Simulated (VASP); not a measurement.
# Ti (Fm-3m) in VASP: a series of runs, part 2 of 2

VASP 6.6.1.

## 3. Relaxation of cell and atoms, r2SCAN

This run uses another cell than the first one, of 17.61 Å³/atom.

The input, POSCAR:

```
Ti
1.0
    0.0000000000      2.0650000000      2.0650000000
    2.0650000000      0.0000000000      2.0650000000
    2.0650000000      2.0650000000      0.0000000000
Ti
1
Direct
    0.0000000000      0.0000000000      0.0000000000
```

The input, INCAR.step1:

```
SYSTEM = Ti
  ALGO = Normal
  EDIFF = 1E-5
  EDIFFG = -0.005
  ENCUT = 550
  GGA = PE
  GGA_COMPAT = .FALSE.
  IBRION = 2
  ISIF = 3
  ISMEAR = -1
  LASPH = .TRUE.
  LCHARG = .FALSE.
  LREAL = .FALSE.
  LWAVE = .TRUE.
  NELM = 120
  NELMIN = 4
  NSW = 100
  PREC = Accurate
  SIGMA = 0.05
```

The input, INCAR.step2:

```
SYSTEM = Ti
  ALGO = Normal
  EDIFF = 1E-7
  EDIFFG = -0.03
  ENCUT = 550
  GGA_COMPAT = .FALSE.
  IBRION = 2
  ISIF = 3
  ISMEAR = -1
  ISTART = 1
  LASPH = .TRUE.
  LCHARG = .FALSE.
  LMIXTAU = .TRUE.
  LREAL = .FALSE.
  LWAVE = .FALSE.
  METAGGA = R2SCAN
  NELM = 120
  NELMIN = 4
  NSW = 80
  PREC = Accurate
  SIGMA = 0.05
```

The input, KPOINTS:

```
k-points
0
G
  19 19 19
  0 0 0
```

Potentials or basis: VASP PAW PBE potentials, release 64 (Ti_sv).

The run is started by

```console
cat potpaw_PBE.64/Ti_sv/POTCAR > POTCAR
cp INCAR.step1 INCAR
mpirun -np 1 vasp_std > vasp.out
cp INCAR.step2 INCAR
mpirun -np 1 vasp_std > vasp.out
```

OUTCAR:

```text
SYSTEM = Ti
   EDIFF = 1E-7
   EDIFFG = -0.03
   ENCUT = 550
   IBRION = 2
   ISIF = 3
   ISMEAR = -1
   ISTART = 1
   LASPH = .TRUE.
   LREAL = .FALSE.
   METAGGA = R2SCAN
   NELM = 120
   NELMIN = 4
   NSW = 80
   PREC = Accurate

 ion  position               nearest neighbor table
   1  0.000  0.000  0.000-

  LATTYP: Found a face centered cubic cell.
 ALAT       =     4.1300000000

  Lattice vectors:

 A1 = (   0.0000000000,   2.0650000000,   2.0650000000)
 A2 = (   2.0650000000,   0.0000000000,   2.0650000000)
 A3 = (   2.0650000000,   2.0650000000,   0.0000000000)

Analysis of symmetry for initial positions (statically):
=====================================================================
 Subroutine PRICEL returns:
 Original cell was already a primitive cell.

 Routine SETGRP: Setting up the symmetry group for a
 face centered cubic supercell.

 Subroutine GETGRP returns: Found 48 space group operations
 (whereof 48 operations were pure point group operations)
 out of a pool of 48 trial point group operations.

The static configuration has the point symmetry O_h .

Analysis of symmetry for dynamics (positions and initial velocities):
=====================================================================
 Subroutine PRICEL returns:
 Original cell was already a primitive cell.

 Routine SETGRP: Setting up the symmetry group for a
 face centered cubic supercell.

 Subroutine GETGRP returns: Found 48 space group operations
 (whereof 48 operations were pure point group operations)
 out of a pool of 48 trial point group operations.

The dynamic configuration has the point symmetry O_h .

 Subroutine INISYM returns: Found 48 space group operations
 (whereof 48 operations are pure point group operations),
 and found     1 'primitive' translations

----------------------------------------------------------------------------------------

                                     Primitive cell

  volume of cell :      17.6112

  direct lattice vectors                    reciprocal lattice vectors
     0.000000000  2.065000000  2.065000000    -0.242130751  0.242130751  0.242130751
     2.065000000  0.000000000  2.065000000     0.242130751 -0.242130751  0.242130751
     2.065000000  2.065000000  0.000000000     0.242130751  0.242130751 -0.242130751

  length of vectors
     2.920351006  2.920351006  2.920351006     0.419382762  0.419382762  0.419382762

  position of ions in fractional coordinates (direct lattice)
     0.000000000  0.000000000  0.000000000

  ion indices of the primitive-cell ions
   primitive index   ion index
                 1           1

----------------------------------------------------------------------------------------

 KPOINTS: k-points
[... 48 lines left out ...]
 -0.263158  0.052632  0.000000     24.000000
 [... further k-points ...]
   k-points           NKPTS =    220   k-points in BZ     NKDIM =    220   number of bands    NBANDS=     10
   number of dos      NEDOS =    301   number of ions     NIONS =      1
   total plane-waves  NPLWV =  13824
   dimension x,y,z NGX =    24 NGY =   24 NGZ =   24
   dimension x,y,z NGXF=    48 NGYF=   48 NGZF=   48
   ions per type =               1
   NGX,Y,Z   is equivalent  to a cutoff of  13.66, 13.66, 13.66 a.u.
   NGXF,Y,Z  is equivalent  to a cutoff of  27.32, 27.32, 27.32 a.u.
 SYSTEM =  Ti
   PREC   = accura    normal or accurate (medium, high low for compatibility)
   ISTART =      1    job   : 0-new  1-cont  2-samecut
   ICHARG =      0    charge: 1-file 2-atom 10-const
   ISPIN  =      1    spin polarized calculation?
   LNONCOLLINEAR =      F non collinear calculations
   LSORBIT =      F    spin-orbit coupling
   LASPH  =      T    aspherical Exc in radial PAW
   ENCUT  =  550.0 eV  40.42 Ry    6.36 a.u.   5.58  5.58  5.58*2*pi/ulx,y,z
   NELM   =    120;   NELMIN=  4; NELMDL=  0     # of ELM steps
   EDIFF  = 0.1E-06   stopping-criterion for ELM
   LREAL  =      F    real-space projection
   EDIFFG = -.3E-01   stopping-criterion for IOM
   NSW    =     80    number of steps for IOM
   IBRION =      2    ionic relax: 0-MD 1-quasi-New 2-CG
   NFREE  =      1    steps in history (QN), initial steepest desc. (CG)
   ISIF   =      3    stress and relaxation
   ISYM   =      2    0-nonsym 1-usesym 2-fastsym
   POTIM  = 0.5000    time-step for ionic-motion
   TEBEG  =    0.0;   TEEND  =   0.0 temperature during run
   PSTRESS=    0.0 pullay stress
   NELECT =      12.0000    total number of electrons
   NUPDOWN=      -1.0000    fix difference up-down
   EMIN   =  10.00;   EMAX   =-10.00  energy-range for DOS
   EFERMI =   0.00;   METHOD = LEGACY
   ISMEAR =    -1;   SIGMA  =   0.05  broadening in eV -4-tet -1-fermi 0-gaus
   EFERMI_NEDOS =   21; number of points for ismear=-14 and -15
   IALGO  =     38    algorithm
   IMIX   =      4    mixing-type and parameters
     AMIX     =   0.40;   BMIX     =  1.00
     AMIX_MAG =   1.60;   BMIX_MAG =  1.00
  volume/ion in A,a.u.               =      17.61       118.85
  Fermi-wavevector in a.u.,A,eV,Ry     =   1.440584  2.722309 28.235921  2.075282
  Thomas-Fermi vector in A             =   2.559312
   LORBIT       =      0    0 simple, 1 ext, 2 COOP (PROOUT), +10 PAW based schemes
   METAGGA = R2SCAN    functional components
   LHFCALC =     F    Hartree Fock is set to
   AEXX    =    0.0000 exact exchange contribution
   IVDW    =     0    specifies the selected vdW correction
   LEPSILON=     F    determine dielectric tensor
   LRPA    =     F    only Hartree local field effects (RPA)
 conjugate gradient relaxation of ions
 non-spin polarized calculation
  energy-cutoff  :      550.00
  volume of cell :       17.61
 maximum number of plane-waves:       534
   NGX = 11   NGY = 11   NGZ = 11

--------------------------------------- Ionic step        1  -------------------------------------------

 number of electron      12.0000000 magnetization

 Free energy of the ion-electron system (eV)
  ---------------------------------------------------
  ext. energy  EPLUGINS =         0.00000000
  ---------------------------------------------------
  free energy    TOTEN  =       -12.88539068 eV

  energy without entropy =      -12.87177533  energy(sigma->0) =      -12.87858300

------------------------ aborting loop because EDIFF is reached ----------------------------------------

  FORCE on cell =-STRESS in cart. coord.  units (eV):
  Direction    XX          YY          ZZ          XY          YZ          ZX
  --------------------------------------------------------------------------------------
  -------------------------------------------------------------------------------------
  Total       -0.1212227     -0.1212227     -0.1212227     -0.0000000     -0.0000000      0.0000000
  in kB      -11.0281893    -11.0281893    -11.0281893     -0.0000000     -0.0000000      0.0000000
  external PRESSURE =     -11.0281893 kB  Pullay stress =       0.0000000 kB
[... 57 lines left out ...]
--------------------------------------- Ionic step        3  -------------------------------------------

 number of electron      12.0000002 magnetization

 Free energy of the ion-electron system (eV)
  ---------------------------------------------------
  ext. energy  EPLUGINS =         0.00000000
  ---------------------------------------------------
  free energy    TOTEN  =       -12.88600562 eV

  energy without entropy =      -12.87250043  energy(sigma->0) =      -12.87925303

 E-fermi :   8.1855     XC(G=0): -12.3933

 val. band max:        8.1812722210   @ k =  -0.3684   0.0526   0.0000
 cond. band min:       8.1855043350   @ k =   0.2632   0.1579   0.0526
 fundamental gap:      0.0042321140
 Fermi energy:         8.1854639415

 k-point     1 :       0.0000    0.0000    0.0000
  band No.  band energies     occupation
      1     -50.8642      2.00000
      2     -25.6714      2.00000
      3     -25.6714      2.00000
      4     -25.6714      2.00000
      5       1.7283      2.00000
      6       9.1881      0.00000
      7       9.1881      0.00000
      8       9.1881      0.00000
      9      10.9843      0.00000
     10      10.9843      0.00000
[... 287 lines left out ...]
 k-point    24 :      -0.2632    0.0526    0.0000
  band No.  band energies     occupation
      1     -50.7870      2.00000
      2     -26.0876      2.00000
      3     -25.7448      2.00000
      4     -25.7169      2.00000
      5       4.0509      2.00000
      6       8.1542      1.30320
      7       9.3892      0.00000
      8       9.4963      0.00000
      9      10.9289      0.00000
     10      11.4072      0.00000

 [... further k-points ...]

------------------------ aborting loop because EDIFF is reached ----------------------------------------

  FORCE on cell =-STRESS in cart. coord.  units (eV):
  Direction    XX          YY          ZZ          XY          YZ          ZX
  --------------------------------------------------------------------------------------
  -------------------------------------------------------------------------------------
  Total       -0.0018783     -0.0018783     -0.0018783     -0.0000000     -0.0000000      0.0000000
  in kB       -0.1726161     -0.1726161     -0.1726161     -0.0000000     -0.0000000      0.0000000
  external PRESSURE =      -0.1726161 kB  Pullay stress =       0.0000000 kB
[... 16 lines left out ...]
  FREE ENERGIE OF THE ION-ELECTRON SYSTEM (eV)
  ---------------------------------------------------
  free  energy   TOTEN  =       -12.8860056224 eV

  energy  without entropy=      -12.8725004279  energy(sigma->0) =      -12.87925303

 reached required accuracy - stopping structural energy minimisation
```

It took 7.5 min on 1 thread of AMD EPYC 9R45 (Zen 5), shared host; peak memory 0.15 GiB.

Results:

```
Free energy                           : -12.8860 eV
Relaxed volume                        : 17.43 Å³/atom
Relaxed cell                          : a = 2.911 Å, b = 2.911 Å, c = 2.911 Å, α = 60.00°, β = 60.00°, γ = 60.00°
Space group after relaxing (to 0.1 Å) : Fm-3m (No. 225)
Energy gained by relaxing             : 0.6 meV/atom
Ionic steps                           : 3
Pressure after relaxing               : 0.0 GPa
Band gap on the k mesh                : zero (bands 6 and 7 overlap by 1.34 eV)
```

The path:
| step | energy change (eV) | largest force (eV/Å) | pressure (GPa) | volume (Å³) |
| --- | --- | --- | --- | --- |
| 1 | 0.0000 | 0.0000 | -1.10 | 17.61 |
| 2 | -0.0003 | 0.0000 | 0.84 | 17.30 |
| 3 | -0.0006 | 0.0000 | -0.02 | 17.43 |

Final structure:
```
Ti
1.0
     0.00000    2.05806    2.05806
     2.05806    0.00000    2.05806
     2.05806    2.05806    0.00000
Ti
1
Cartesian
  0.0000 0.0000 0.0000
```

Levels at points of the mesh, in eV from the Fermi level:
```
           k point  band 4  band 5  band 6  band 7  band 8  band 9
(0.00, 0.00, 0.00)  -33.86   -6.46    1.00    1.00    1.00    2.80
```

Caveat: the PAW data sets were made with another functional, which shifts forces and pressure a little.
